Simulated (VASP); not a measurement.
# GaP (F-43m) in VASP: notebook

GaP is run at these levels: LDA, PBEsol, PBE; tasks: elastic constants, vibrations by perturbation theory.

Everything below comes from runs of VASP 6.6.1. Logs are shortened: lines on timing, memory, paths and dates and some standing lists are left out, and cuts for length are marked.

### 1 The cell of the first run

The structure is cubic, space group F-43m (No. 216). Conventional cell: a = 5.451 Å, b = 5.451 Å, c = 5.451 Å, α = 90.00°, β = 90.00°, γ = 90.00°. Within 3.1 Å of Ga (site symmetry -43m) lie 4 P at 2.36 Å. P (site symmetry -43m) has 4 Ga at 2.36 Å within 3.1 Å.

### 2 Elastic constants, LDA

Input file INCAR:

```
PREC = Accurate
ENCUT = 600
EDIFF = 1E-8
ISMEAR = -1
SIGMA = 0.05
LREAL = F
LASPH = T
NELM = 60
ALGO = Normal
ISIF = 3
LWAVE = F
LCHARG = T
NBANDS = 16
IBRION = 6
NFREE = 2
POTIM = 0.015
NSW = 1
```

Input file KPOINTS:

```
regular mesh
0
Gamma
  6 6 6
```

Input file POSCAR:

```
GaP
1.0
    0.0000000000      2.7252500000      2.7252500000
    2.7252500000      0.0000000000      2.7252500000
    2.7252500000      2.7252500000      0.0000000000
Ga P
1 1
Direct
    0.0000000000      0.0000000000      0.0000000000
    0.7500000000      0.7500000000      0.7500000000
```

Potentials or basis: VASP PAW LDA potentials, release 64 (Ga_d, P).

Started as:

```sh
$ cat potpaw_LDA.64/Ga_d/POTCAR potpaw_LDA.64/P/POTCAR > POTCAR
$ mpirun -np 1 vasp_std > vasp.out
```

OUTCAR:

```text
PREC = Accurate
   ENCUT = 600
   EDIFF = 1E-8
   ISMEAR = -1
   LREAL = F
   LASPH = T
   NELM = 60
   ISIF = 3
   IBRION = 6
   NFREE = 2
   POTIM = 0.015
   NSW = 1

 ion  position               nearest neighbor table
   1  0.000  0.000  0.000-   2 2.36   2 2.36   2 2.36   2 2.36
   2  0.750  0.750  0.750-   1 2.36   1 2.36   1 2.36   1 2.36

  LATTYP: Found a face centered cubic cell.
 ALAT       =     5.4505000000

  Lattice vectors:

 A1 = (   0.0000000000,   2.7252500000,   2.7252500000)
 A2 = (   2.7252500000,   0.0000000000,   2.7252500000)
 A3 = (   2.7252500000,   2.7252500000,   0.0000000000)

Analysis of symmetry for initial positions (statically):
[... 5 lines left out ...]
 face centered cubic supercell.

 Subroutine GETGRP returns: Found 24 space group operations
 (whereof 24 operations were pure point group operations)
 out of a pool of 48 trial point group operations.

The static configuration has the point symmetry T_d .

Analysis of symmetry for dynamics (positions and initial velocities):
[... 5 lines left out ...]
 face centered cubic supercell.

 Subroutine GETGRP returns: Found 24 space group operations
 (whereof 24 operations were pure point group operations)
 out of a pool of 48 trial point group operations.

The dynamic configuration has the point symmetry T_d .

 Subroutine INISYM returns: Found 24 space group operations
 (whereof 24 operations are pure point group operations),
 and found     1 'primitive' translations

----------------------------------------------------------------------------------------

                                     Primitive cell

  volume of cell :      40.4808

  direct lattice vectors                    reciprocal lattice vectors
     0.000000000  2.725250000  2.725250000    -0.183469406  0.183469406  0.183469406
     2.725250000  0.000000000  2.725250000     0.183469406 -0.183469406  0.183469406
     2.725250000  2.725250000  0.000000000     0.183469406  0.183469406 -0.183469406

  length of vectors
     3.854085511  3.854085511  3.854085511     0.317778334  0.317778334  0.317778334

  position of ions in fractional coordinates (direct lattice)
     0.000000000  0.000000000  0.000000000
     0.750000000  0.750000000  0.750000000

  ion indices of the primitive-cell ions
   primitive index   ion index
                 1           1
                 2           2

----------------------------------------------------------------------------------------

 KPOINTS: regular mesh

Automatic generation of k-mesh.
 Grid dimensions read from file:
 generate k-points for:    6    6    6

 Generating k-lattice:

  Cartesian coordinates                     Fractional coordinates (reciprocal lattice)
    -0.030578234  0.030578234  0.030578234     0.166666667  0.000000000  0.000000000
     0.030578234 -0.030578234  0.030578234     0.000000000  0.166666667  0.000000000
     0.030578234  0.030578234 -0.030578234     0.000000000  0.000000000  0.166666667

  Length of vectors
     0.052963056  0.052963056  0.052963056

  Shift w.r.t. Gamma in fractional coordinates (k-lattice)
     0.000000000  0.000000000  0.000000000

 Subroutine IBZKPT returns following result:
 ===========================================

[... 72 lines left out ...]
  volume of cell :       40.48
 maximum number of plane-waves:      1363
   NGX = 15   NGY = 15   NGZ = 15

--------------------------------------- Ionic step        1  -------------------------------------------

 number of electron      18.0000003 magnetization

 Free energy of the ion-electron system (eV)
  ---------------------------------------------------
  ext. energy  EPLUGINS =         0.00000000
  ---------------------------------------------------
  free energy    TOTEN  =       -10.42491313 eV

  energy without entropy =      -10.42491311  energy(sigma->0) =      -10.42491312

------------------------ aborting loop because EDIFF is reached ----------------------------------------

  FORCE on cell =-STRESS in cart. coord.  units (eV):
  Direction    XX          YY          ZZ          XY          YZ          ZX
  --------------------------------------------------------------------------------------
  -------------------------------------------------------------------------------------
  Total       -0.6678673     -0.6678673     -0.6678673      0.0000000      0.0000000      0.0000000
  in kB      -26.4333197    -26.4333197    -26.4333197      0.0000000      0.0000000      0.0000000
  external PRESSURE =     -26.4333197 kB  Pullay stress =       0.0000000 kB
[... 89 lines left out ...]
  FREE ENERGIE OF THE ION-ELECTRON SYSTEM (eV)
  ---------------------------------------------------
  free  energy   TOTEN  =       -10.4311837226 eV

  energy  without entropy=      -10.4311836882  energy(sigma->0) =      -10.43118371

[... ionic steps 4 to 14 ...]

--------------------------------------- Ionic step       15  -------------------------------------------

 number of electron      18.0000001 magnetization

------------------------ aborting loop because EDIFF is reached ----------------------------------------
[... 67 lines left out ...]
--------------------------------------- Ionic step       17  -------------------------------------------

 number of electron      18.0000003 magnetization

 Free energy of the ion-electron system (eV)
  ---------------------------------------------------
  ext. energy  EPLUGINS =         0.00000000
  ---------------------------------------------------
  free energy    TOTEN  =       -10.42382048 eV

  energy without entropy =      -10.42382046  energy(sigma->0) =      -10.42382047

 E-fermi :   5.2436     XC(G=0): -10.1624

 val. band max:        4.5576023183   @ k =   0.0000   0.0000   0.0000
 cond. band min:       5.9946208500   @ k =   0.0000   0.5000   0.5000
 fundamental gap:      1.4370185318
 Fermi energy:         5.2435830734

 k-point     1 :       0.0000    0.0000    0.0000
  band No.  band energies     occupation
      1     -10.2042      2.00000
      2     -10.2023      2.00000
      3     -10.1999      2.00000
      4     -10.1042      2.00000
      5     -10.1042      2.00000
      6      -7.9990      2.00000
[... 433 lines left out ...]
      3     -10.1648      2.00000
      4     -10.1087      2.00000
      5     -10.0946      2.00000
      6      -5.7627      2.00000
[... 8 lines left out ...]
     15      16.2038      0.00000
     16      16.5772      0.00000

 [... further k-points ...]
[... 5 lines left out ...]
  --------------------------------------------------------------------------------------
  -------------------------------------------------------------------------------------
  Total       -0.6674638     -0.6652241     -0.6652241      0.0000000     -0.1007804      0.0000000
  in kB      -26.4173495    -26.3287053    -26.3287053      0.0000000     -3.9887593      0.0000000
  external PRESSURE =     -26.3582533 kB  Pullay stress =       0.0000000 kB
[... 17 lines left out ...]
  FREE ENERGIE OF THE ION-ELECTRON SYSTEM (eV)
  ---------------------------------------------------
  free  energy   TOTEN  =       -10.4238204843 eV

  energy  without entropy=      -10.4238204589  energy(sigma->0) =      -10.42382047

 INTERNAL STRAIN TENSORS FROM STRAINED CELLS
 ============================================

 INTERNAL STRAIN TENSOR FOR ION    1 for displacements in x,y,z  (eV/Angst):
          X           Y           Z          XY          YZ          ZX
  --------------------------------------------------------------------------------
  x    -0.00000    -0.00000    -0.00000     0.00000    -6.72889     0.00000
  y    -0.00000    -0.00000    -0.00000     0.00000     0.00000    -6.72922
  z    -0.00000    -0.00000     0.00000    -6.72879     0.00000     0.00000

 INTERNAL STRAIN TENSORS FROM DISPLACED ATOMS
 ============================================

 INTERNAL STRAIN TENSOR FOR ION    1 for displacements in x,y,z  (eV/Angst):
          X           Y           Z          XY          YZ          ZX
  --------------------------------------------------------------------------------
  x     0.00000    -0.00000    -0.00000     0.00000    -6.72824     0.00000
  y    -0.00000     0.00000    -0.00000     0.00000     0.00000    -6.72824
  z    -0.00000    -0.00000     0.00000    -6.72824     0.00000     0.00000

 INTERNAL STRAIN TENSOR FOR ION    2 for displacements in x,y,z  (eV/Angst):
          X           Y           Z          XY          YZ          ZX
  --------------------------------------------------------------------------------
  x    -0.00000    -0.00000    -0.00000     0.00000     6.72469     0.00000
  y     0.00000    -0.00000     0.00000     0.00000     0.00000     6.72469
  z    -0.00000    -0.00000    -0.00000     6.72469     0.00000     0.00000

 Eigenvectors and eigenvalues of the dynamical matrix
 ----------------------------------------------------

   1 f  =   10.520492 THz    66.102200 2PiTHz  350.925837 cm-1    43.509239 meV
             X         Y         Z           dx          dy          dz
      0.000000  0.000000  0.000000    -0.554637    0.000000   -0.000000
      4.087875  4.087875  4.087875     0.832093   -0.000000   -0.000000
[... 21 lines left out ...]
   6 f/i=    0.000296 THz     0.001863 2PiTHz    0.009889 cm-1     0.001226 meV
             X         Y         Z           dx          dy          dz
      0.000000  0.000000  0.000000    -0.316361    0.732171   -0.237107
      4.087875  4.087875  4.087875    -0.210873    0.488033   -0.158045

--------------------------------------------------------------------------------------------------------

 ELASTIC MODULI CONTR FROM IONIC RELAXATION (kBar)
 Direction    XX          YY          ZZ          XY          YZ          ZX
 --------------------------------------------------------------------------------
 XX          -0.0000      0.0000     -0.0000     -0.0000      0.0000     -0.0000
 YY           0.0000     -0.0000     -0.0000     -0.0000     -0.0000      0.0000
 ZZ          -0.0000     -0.0000     -0.0000      0.0000     -0.0000     -0.0000
 XY          -0.0000     -0.0000      0.0000   -184.3732      0.0000      0.0000
 YZ           0.0000     -0.0000     -0.0000      0.0000   -184.3732      0.0000
 ZX          -0.0000      0.0000     -0.0000      0.0000      0.0000   -184.3732
 --------------------------------------------------------------------------------

 TOTAL ELASTIC MODULI (kBar)
 Direction    XX          YY          ZZ          XY          YZ          ZX
 --------------------------------------------------------------------------------
 XX        1327.2811    547.6846    547.6846      0.0000      0.0000     -0.0000
 YY         547.6846   1327.2811    547.6846     -0.0000      0.0000      0.0000
 ZZ         547.6846    547.6846   1327.2811      0.0000     -0.0000     -0.0000
 XY           0.0000     -0.0000      0.0000    680.4457      0.0000      0.0000
 YZ           0.0000      0.0000     -0.0000      0.0000    680.4457      0.0000
 ZX          -0.0000      0.0000     -0.0000      0.0000      0.0000    680.4457
 --------------------------------------------------------------------------------
```

Run time: 2.8 min. Hardware: 1 thread of Intel Xeon 6975P-C (Granite Rapids), shared host; peak memory 0.22 GiB.

Results:

| Property | Result |
| --- | --- |
| Elastic constants C11, C12, C44 | 133, 55, 68 GPa |
| Voigt bulk modulus | 81 GPa |
| Highest phonon frequency at Γ, LO-TO splitting left out | 351 cm⁻¹ |

Phonon frequencies in cm⁻¹ (negative: imaginary):
| q point | frequencies |
| --- | --- |
| (0.000, 0.000, 0.000) | 0 0 0 351 351 351 |

Elastic tensor in Voigt notation (GPa, in the Cartesian axes of the cell as first typed):
```
133  55  55   0   0   0
 55 133  55   0   0   0
 55  55 133   0   0   0
  0   0   0  68   0   0
  0   0   0   0  68   0
  0   0   0   0   0  68
```

Clamped-ion elastic tensor (GPa):
```
133  55  55   0   0   0
 55 133  55   0   0   0
 55  55 133   0   0   0
  0   0   0  86   0   0
  0   0   0   0  86   0
  0   0   0   0   0  86
```

Caveat: the cell is under stress, which shifts elastic constants.

### 3 Vibrations by perturbation theory, PBEsol

Input file INCAR:

```
SYSTEM = GaP
PREC = Accurate ; ENCUT = 520
EDIFF = 1E-8 ; ISMEAR = -1
SIGMA = 0.05 ; LREAL = .False.
LASPH = .True. ; NELM = 60
ALGO = Normal ; ISIF = 2
LWAVE = .False. ; LCHARG = .True.
GGA = PS ; NBANDS = 16
IBRION = 8 ; NSW = 1
```

Input file KPOINTS:

```
regular mesh
0
Gamma
  6 6 6
  0 0 0
```

POSCAR is that of step 2.

Potentials or basis: VASP PAW PBE potentials, release 64 (Ga_d, P).

Started as:

```sh
$ cat potpaw_PBE.64/Ga_d/POTCAR potpaw_PBE.64/P/POTCAR > POTCAR
$ mpirun -np 1 vasp_std > vasp.out
```

OUTCAR:

```text
SYSTEM = GaP
   PREC = Accurate
   ENCUT = 520
   EDIFF = 1E-8
   ISMEAR = -1
   LREAL = .False.
   LASPH = .True.
   NELM = 60
   ISIF = 2
   GGA = PS
   IBRION = 8
   NSW = 1

 ion  position               nearest neighbor table
   1  0.000  0.000  0.000-   2 2.36   2 2.36   2 2.36   2 2.36
   2  0.750  0.750  0.750-   1 2.36   1 2.36   1 2.36   1 2.36

  LATTYP: Found a face centered cubic cell.
 ALAT       =     5.4505000000

  Lattice vectors:

[... 548 lines left out ...]
               1X          1Y          1Z          2X          2Y          2Z
  1X    -9.817226    0.000000    0.000000    9.817226    0.000000    0.000000
  1Y     0.000000   -9.817226    0.000000    0.000000    9.817226    0.000000
  1Z     0.000000    0.000000   -9.817226    0.000000    0.000000    9.817226
  2X     9.827102    0.000000    0.000000   -9.827102    0.000000    0.000000
  2Y     0.000000    9.827102    0.000000    0.000000   -9.827102    0.000000
  2Z     0.000000    0.000000    9.827102    0.000000    0.000000   -9.827102

 Eigenvectors and eigenvalues of the dynamical matrix
 ----------------------------------------------------

   1 f  =   10.580786 THz    66.481038 2PiTHz  352.937025 cm-1    43.758594 meV
             X         Y         Z           dx          dy          dz
      0.000000  0.000000  0.000000     0.000000    0.554420    0.000000
      4.087875  4.087875  4.087875     0.000000   -0.832237    0.000000
[... 21 lines left out ...]
   6 f/i=    0.002454 THz     0.015422 2PiTHz    0.081871 cm-1     0.010151 meV
             X         Y         Z           dx          dy          dz
      0.000000  0.000000  0.000000     0.000000    0.000000    0.832237
      4.087875  4.087875  4.087875     0.000000    0.000000    0.554420

--------------------------------------------------------------------------------------------------------

 ELASTIC MODULI CONTR FROM IONIC RELAXATION (kBar)
 Direction    XX          YY          ZZ          XY          YZ          ZX
 --------------------------------------------------------------------------------
 XX          -0.0000      0.0000      0.0000      0.0000     -0.0000     -0.0000
 YY           0.0000     -0.0000      0.0000      0.0000      0.0000      0.0000
 ZZ           0.0000      0.0000     -0.0000     -0.0000      0.0000     -0.0000
 XY           0.0000      0.0000     -0.0000   -192.9040      0.0000      0.0000
 YZ          -0.0000      0.0000      0.0000      0.0000   -192.9040      0.0000
 ZX          -0.0000      0.0000     -0.0000      0.0000      0.0000   -192.9040
 --------------------------------------------------------------------------------
```

Run time: 6 min. Hardware: 1 thread of AMD EPYC 7R13, shared host; peak memory 0.2 GiB.

What came out:

```
Highest phonon frequency at Γ, LO-TO splitting left out : 353 cm⁻¹
```

Phonon frequencies in cm⁻¹ (negative: imaginary):
```tsv
q point	frequencies
(0.000, 0.000, 0.000)	0 0 0 353 353 353
```

Caveat: the PAW data sets were made with another functional, which shifts forces and pressure a little.

### 4 Elastic constants, PBE

Input file INCAR:

```
ALGO     = Normal         # electronic algorithm
EDIFF    = 1E-8           # SCF threshold, eV
ENCUT    = 600            # plane-wave cutoff, eV
GGA      = PE             # functional
IBRION   = 6              # ionic algorithm
ISIF     = 3              # what is computed and relaxed
ISMEAR   = -1             # smearing method
LASPH    = T              # aspherical terms in the spheres
LCHARG   = F              # write CHGCAR
LREAL    = F              # projectors in reciprocal space
LWAVE    = F              # write WAVECAR
NBANDS   = 16             # bands
NELM     = 80             # most SCF steps
NFREE    = 2            
NSW      = 1              # ionic steps
POTIM    = 0.015          # step
PREC     = Accurate       # precision mode
SIGMA    = 0.05           # smearing width, eV
```

Input file KPOINTS:

```
k-points
0
Gamma
  6 6 6
```

POSCAR is that of step 3.

Started as:

```sh
$ cat potpaw_PBE.64/Ga_d/POTCAR potpaw_PBE.64/P/POTCAR > POTCAR
$ mpirun -np 1 vasp_std > vasp.out
```

It took 18 min on 1 thread of AMD EPYC 7R13, shared host; peak memory 0.22 GiB.

The run converged. Its results:

| Quantity | Value |
| --- | --- |
| Elastic constants C11, C12, C44 | 134, 61, 67 GPa |
| Voigt bulk modulus | 85 GPa |
| Highest phonon frequency at Γ, LO-TO splitting left out | 357 cm⁻¹ |

Phonon frequencies in cm⁻¹ (negative: imaginary):
| q point | frequencies |
| --- | --- |
| (0.000, 0.000, 0.000) | 0 0 0 357 357 357 |

Elastic tensor in Voigt notation (GPa, in the Cartesian axes of the cell as first typed):
```
134  61  61   0   0   0
 61 134  61   0   0   0
 61  61 134   0   0   0
  0   0   0  67   0   0
  0   0   0   0  67   0
  0   0   0   0   0  67
```

Clamped-ion elastic tensor (GPa):
```
134  61  61   0   0   0
 61 134  61   0   0   0
 61  61 134   0   0   0
  0   0   0  91   0   0
  0   0   0   0  91   0
  0   0   0   0   0  91
```

Caveat: the cell is under stress, which shifts elastic constants.

(Part 1 of 2 ends here.)
